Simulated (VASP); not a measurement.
# Re (Fm-3m) in VASP: further runs

Runs on Re. Level: PBE. Tasks: single point.

Program: VASP 6.6.1. These are calculated values, not measurements. Logs are shortened: lines on timing, memory, paths and dates and some standing lists are left out, and cuts for length are marked.

### 1 The cell of the first run

Symmetry: Fm-3m, No. 225, cubic system. Conventional cell: a = 3.645 Å, b = 3.645 Å, c = 3.645 Å, α = 90.00°, β = 90.00°, γ = 90.00°. Within 3.4 Å of Re (site symmetry m-3m) lie 12 Re at 2.58 Å.

This isn't the form of Re at room conditions, which is hcp.

### 2 Single point, PBE (12.11 Å³/atom)

INCAR

```
SYSTEM = Re
PREC = Accurate ; ENCUT = 600
EDIFF = 1E-6 ; ISMEAR = -1
SIGMA = 0.1 ; LREAL = .FALSE.
LASPH = .TRUE. ; NELM = 120
ALGO = Normal ; ISIF = 2
LWAVE = .FALSE. ; LCHARG = .FALSE.
GGA = PE ; NBANDS = 10
GGA_COMPAT = .FALSE.
```

KPOINTS

```
regular mesh
0
G
  18 18 18
  0 0 0
```

POSCAR

```
Re
1.0
    0.0000000000      1.8226564784      1.8226564784
    1.8226564784      0.0000000000      1.8226564784
    1.8226564784      1.8226564784      0.0000000000
Re
1
Direct
    0.0000000000      0.0000000000      0.0000000000
```

Potentials or basis: VASP PAW PBE potentials, release 64 (Re).

Run with:

```sh
> cat potpaw_PBE.64/Re/POTCAR > POTCAR
> mpirun -np 1 vasp_std > vasp.out
```

OUTCAR:

```text
SYSTEM = Re
   PREC = Accurate
   ENCUT = 600
   EDIFF = 1E-6
   ISMEAR = -1
   LREAL = .FALSE.
   LASPH = .TRUE.
   NELM = 120
   ISIF = 2
   GGA = PE

 ion  position               nearest neighbor table
   1  0.000  0.000  0.000-

  LATTYP: Found a face centered cubic cell.
 ALAT       =     3.6453129568

  Lattice vectors:

 A1 = (   0.0000000000,   1.8226564784,   1.8226564784)
 A2 = (   1.8226564784,   0.0000000000,   1.8226564784)
 A3 = (   1.8226564784,   1.8226564784,   0.0000000000)

Analysis of symmetry for initial positions (statically):
=====================================================================
 Subroutine PRICEL returns:
 Original cell was already a primitive cell.

 Routine SETGRP: Setting up the symmetry group for a
 face centered cubic supercell.

 Subroutine GETGRP returns: Found 48 space group operations
 (whereof 48 operations were pure point group operations)
 out of a pool of 48 trial point group operations.

The static configuration has the point symmetry O_h .

Analysis of symmetry for dynamics (positions and initial velocities):
=====================================================================
 Subroutine PRICEL returns:
 Original cell was already a primitive cell.

 Routine SETGRP: Setting up the symmetry group for a
 face centered cubic supercell.

 Subroutine GETGRP returns: Found 48 space group operations
 (whereof 48 operations were pure point group operations)
 out of a pool of 48 trial point group operations.

The dynamic configuration has the point symmetry O_h .

 Subroutine INISYM returns: Found 48 space group operations
 (whereof 48 operations are pure point group operations),
 and found     1 'primitive' translations

----------------------------------------------------------------------------------------

                                     Primitive cell

  volume of cell :      12.1100

  direct lattice vectors                    reciprocal lattice vectors
     0.000000000  1.822656478  1.822656478    -0.274324869  0.274324869  0.274324869
     1.822656478  0.000000000  1.822656478     0.274324869 -0.274324869  0.274324869
     1.822656478  1.822656478  0.000000000     0.274324869  0.274324869 -0.274324869

  length of vectors
     2.577625511  2.577625511  2.577625511     0.475144611  0.475144611  0.475144611

  position of ions in fractional coordinates (direct lattice)
     0.000000000  0.000000000  0.000000000

  ion indices of the primitive-cell ions
   primitive index   ion index
                 1           1

----------------------------------------------------------------------------------------

 KPOINTS: regular mesh

Automatic generation of k-mesh.
 Grid dimensions read from file:
 generate k-points for:   18   18   18

 Generating k-lattice:

  Cartesian coordinates                     Fractional coordinates (reciprocal lattice)
    -0.015240271  0.015240271  0.015240271     0.055555556  0.000000000  0.000000000
     0.015240271 -0.015240271  0.015240271     0.000000000  0.055555556  0.000000000
     0.015240271  0.015240271 -0.015240271     0.000000000  0.000000000  0.055555556

  Length of vectors
     0.026396923  0.026396923  0.026396923

  Shift w.r.t. Gamma in fractional coordinates (k-lattice)
     0.000000000  0.000000000  0.000000000

 Subroutine IBZKPT returns following result:
 ===========================================

 Found    195 irreducible k-points:

 Following reciprocal coordinates:
            Coordinates               Weight
  0.000000  0.000000  0.000000      1.000000
  0.055556  0.000000  0.000000      8.000000
  0.111111  0.000000  0.000000      8.000000
  0.166667  0.000000  0.000000      8.000000
  0.222222  0.000000  0.000000      8.000000
  0.277778  0.000000  0.000000      8.000000
[... 16 lines left out ...]
 -0.277778  0.055556  0.000000     24.000000
 -0.222222  0.055556  0.000000     24.000000
 [... further k-points ...]
   k-points           NKPTS =    195   k-points in BZ     NKDIM =    195   number of bands    NBANDS=     10
   number of dos      NEDOS =    301   number of ions     NIONS =      1
   total plane-waves  NPLWV =  13824
   dimension x,y,z NGX =    24 NGY =   24 NGZ =   24
   dimension x,y,z NGXF=    48 NGYF=   48 NGZF=   48
   ions per type =               1
   NGX,Y,Z   is equivalent  to a cutoff of  15.48, 15.48, 15.48 a.u.
   NGXF,Y,Z  is equivalent  to a cutoff of  30.96, 30.96, 30.96 a.u.
 SYSTEM =  Re
   PREC   = accura    normal or accurate (medium, high low for compatibility)
   ISTART =      0    job   : 0-new  1-cont  2-samecut
   ICHARG =      2    charge: 1-file 2-atom 10-const
   ISPIN  =      1    spin polarized calculation?
   LNONCOLLINEAR =      F non collinear calculations
   LSORBIT =      F    spin-orbit coupling
   LASPH  =      T    aspherical Exc in radial PAW
   ENCUT  =  600.0 eV  44.10 Ry    6.64 a.u.   5.15  5.15  5.15*2*pi/ulx,y,z
   NELM   =    120;   NELMIN=  2; NELMDL= -5     # of ELM steps
   EDIFF  = 0.1E-05   stopping-criterion for ELM
   LREAL  =      F    real-space projection
[... 7 lines left out ...]
   TEBEG  =    0.0;   TEEND  =   0.0 temperature during run
   PSTRESS=    0.0 pullay stress
   NELECT =       7.0000    total number of electrons
   NUPDOWN=      -1.0000    fix difference up-down
   EMIN   =  10.00;   EMAX   =-10.00  energy-range for DOS
   EFERMI =   0.00;   METHOD = LEGACY
   ISMEAR =    -1;   SIGMA  =   0.10  broadening in eV -4-tet -1-fermi 0-gaus
   EFERMI_NEDOS =   21; number of points for ismear=-14 and -15
   IALGO  =     38    algorithm
   IMIX   =      4    mixing-type and parameters
     AMIX     =   0.40;   BMIX     =  1.00
     AMIX_MAG =   1.60;   BMIX_MAG =  1.00
  volume/ion in A,a.u.               =      12.11        81.72
  Fermi-wavevector in a.u.,A,eV,Ry     =   1.363723  2.577062 25.303288  1.859739
  Thomas-Fermi vector in A             =   2.490101
   LORBIT       =      0    0 simple, 1 ext, 2 COOP (PROOUT), +10 PAW based schemes
   GGA     = PE    functional components
   LHFCALC =     F    Hartree Fock is set to
   AEXX    =    0.0000 exact exchange contribution
   IVDW    =     0    specifies the selected vdW correction
   LEPSILON=     F    determine dielectric tensor
   LRPA    =     F    only Hartree local field effects (RPA)
 non-spin polarized calculation
  energy-cutoff  :      600.00
  volume of cell :       12.11
 maximum number of plane-waves:       419
 NGX is ok and might be reduce to    24
   NGX = 11   NGY = 11   NGZ = 11

 number of electron       7.0000000 magnetization

 Free energy of the ion-electron system (eV)
  ---------------------------------------------------
  ext. energy  EPLUGINS =         0.00000000
  ---------------------------------------------------
  free energy    TOTEN  =       -11.43727249 eV

  energy without entropy =      -11.41350833  energy(sigma->0) =      -11.42539041

 E-fermi :  10.8470     XC(G=0): -14.8279

 val. band max:       10.8458682061   @ k =  -0.4444   0.4444   0.1111
 cond. band min:      10.8853945440   @ k =   0.3333   0.2222   0.0556
 fundamental gap:      0.0395263379
 Fermi energy:        10.8470326778

 k-point     1 :       0.0000    0.0000    0.0000
  band No.  band energies     occupation
      1      -0.6912      2.00000
      2       8.2505      2.00000
      3       8.2505      2.00000
      4       8.2505      2.00000
      5      12.5171      0.00000
      6      12.5171      0.00000
      7      24.7953      0.00000
      8      31.6542      0.00000
      9      31.6542      0.00000
     10      31.6542      0.00000

 k-point     2 :       0.0556    0.0000    0.0000
  band No.  band energies     occupation
      1      -0.5076      2.00000
      2       8.1170      2.00000
      3       8.3392      2.00000
      4       8.3392      2.00000
      5      12.4318      0.00000
      6      12.4318      0.00000
      7      25.1632      0.00000
      8      30.7697      0.00000
      9      31.9998      0.00000
     10      31.9998      0.00000

 k-point     3 :       0.1111    0.0000    0.0000
  band No.  band energies     occupation
      1       0.0154      2.00000
      2       7.7848      2.00000
      3       8.5704      2.00000
      4       8.5704      2.00000
      5      12.2396      0.00000
      6      12.2396      0.00000
      7      26.1424      0.00000
      8      29.2742      0.00000
      9      32.9999      0.00000
     10      32.9999      0.00000

 k-point     4 :       0.1667    0.0000    0.0000
  band No.  band energies     occupation
      1       0.7841      2.00000
      2       7.4307      2.00000
      3       8.8226      2.00000
      4       8.8226      2.00000
      5      12.1272      0.00001
      6      12.1272      0.00001
      7      26.7838      0.00000
      8      28.6862      0.00000
      9      34.5637      0.00000
     10      34.5637      0.00000
[... 222 lines left out ...]
 k-point    22 :      -0.3333    0.0556    0.0000
  band No.  band energies     occupation
      1       2.6331      2.00000
      2       8.2344      2.00000
      3       8.4522      2.00000
      4       8.8458      2.00000
      5      13.6616      0.00000
      6      15.1481      0.00000
      7      24.0994      0.00000
      8      29.2816      0.00000
      9      35.5959      0.00000
     10      37.8598      0.00000

 k-point    23 :      -0.2778    0.0556    0.0000
  band No.  band energies     occupation
      1       2.5008      2.00000
      2       7.7408      2.00000
      3       8.5687      2.00000
      4       8.7541      2.00000
      5      12.6209      0.00000
      6      14.1599      0.00000
      7      24.8156      0.00000
      8      31.0934      0.00000
      9      36.6383      0.00000
     10      37.6928      0.00000

 k-point    24 :      -0.2222    0.0556    0.0000
  band No.  band energies     occupation
      1       2.0086      2.00000
      2       7.1805      2.00000
      3       8.8450      2.00000
      4       8.9990      2.00000
      5      11.8352      0.00010
      6      13.2914      0.00000
      7      25.7894      0.00000
      8      30.7209      0.00000
      9      35.9573      0.00000
     10      38.3195      0.00000

 [... further k-points ...]

------------------------ aborting loop because EDIFF is reached ----------------------------------------

  FORCE on cell =-STRESS in cart. coord.  units (eV):
  Direction    XX          YY          ZZ          XY          YZ          ZX
  --------------------------------------------------------------------------------------
  -------------------------------------------------------------------------------------
  Total        9.5473044      9.5473044      9.5473044      0.0000000      0.0000000     -0.0000000
  in kB     1263.1266095   1263.1266095   1263.1266095      0.0000000      0.0000000     -0.0000000
  external PRESSURE =    1263.1266095 kB  Pullay stress =       0.0000000 kB

 VOLUME and BASIS-vectors are now :
 -----------------------------------------------------------------------------
  energy-cutoff  :      600.00
  volume of cell :       12.11
      direct lattice vectors                 reciprocal lattice vectors
     0.000000000  1.822656478  1.822656478    -0.274324869  0.274324869  0.274324869
     1.822656478  0.000000000  1.822656478     0.274324869 -0.274324869  0.274324869
     1.822656478  1.822656478  0.000000000     0.274324869  0.274324869 -0.274324869

 POSITION                                       TOTAL-FORCE (eV/Angst)
 -----------------------------------------------------------------------------------
      0.00000      0.00000      0.00000         0.000000      0.000000      0.000000
 -----------------------------------------------------------------------------------
    total drift:                               -0.000000      0.000000      0.000000

  FREE ENERGIE OF THE ION-ELECTRON SYSTEM (eV)
  ---------------------------------------------------
  free  energy   TOTEN  =       -11.4372724881 eV

  energy  without entropy=      -11.4135083343  energy(sigma->0) =      -11.42539041
```

Wall time 40 s (1 thread of Intel Xeon 8259CL, shared host); peak memory 0.17 GiB.

Results:

```
Free energy            : -11.4373 eV
Pressure               : 126.3 GPa
Band gap on the k mesh : zero (an odd number of electrons rules out a gap without spin polarisation)
```

Caveat: the cell stands under pressure; spin-orbit coupling is left out, which moves the levels of the heavy elements.

[end of part 1 of 2]

The gap in the log of VASP goes by the Fermi energy; the results here count the filled bands.